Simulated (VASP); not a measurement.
Wanted: the native input for a VASP 6.6.1 run.

* Task: single point
* Functional: PBE
* Potentials or basis: VASP PAW PBE potentials, release 64 (Al, N)
* Cutoff: 520 eV
* k mesh: 9 × 9 × 6
* Occupations: gaussian, width 0.05 eV
* Spin: no spin polarisation
* Dipole correction: no
* Further INCAR settings: ALGO = Normal; EDIFF = 1e-06; NBANDS = 16

The structure of AlN lies in POSCAR:

```
AlN
1.0
    3.3688144457      0.0000000000      0.0000000000
   -1.6844072228      2.9174788906      0.0000000000
    0.0000000000      0.0000000000      4.2575229987
Al N
2 2
Direct
    0.3333333333      0.6666666667      0.7881825525
    0.6666666667      0.3333333333      0.2881825525
    0.3333333333      0.6666666667      0.1764493462
    0.6666666667      0.3333333333      0.6764493462
```

These files were run (other wordings do the same):

INCAR

```
SYSTEM = AlN
PREC = Accurate
ENCUT = 520
EDIFF = 1E-6
ISMEAR = 0
SIGMA = 0.05
LREAL = .False.
LASPH = .True.
NELM = 60
ALGO = Normal
ISIF = 2
LWAVE = .False.
LCHARG = .False.
GGA = PE
NBANDS = 16
```

KPOINTS

```
Automatic mesh
0
Gamma
  9 9 6
  0 0 0
```

Potentials or basis: VASP PAW PBE potentials, release 64 (Al, N).

Command:

```sh
$ cat potpaw_PBE.64/Al/POTCAR potpaw_PBE.64/N/POTCAR > POTCAR
$ mpirun -np 1 vasp_std > vasp.out
```

It gave:

```json
{"Pressure": "13.7 GPa", "Largest force": "5.542 eV/Å", "Band gap on the k mesh": "3.69 eV, direct"}
```

Caveat: forces of over 1 eV/Å act on the atoms, so gaps and moduli don't describe the material at rest.

It took 48 s on 1 thread of AMD EPYC 7R43 64-Core Processor (Zen 3) (shared host), peak memory 0.13 GiB.
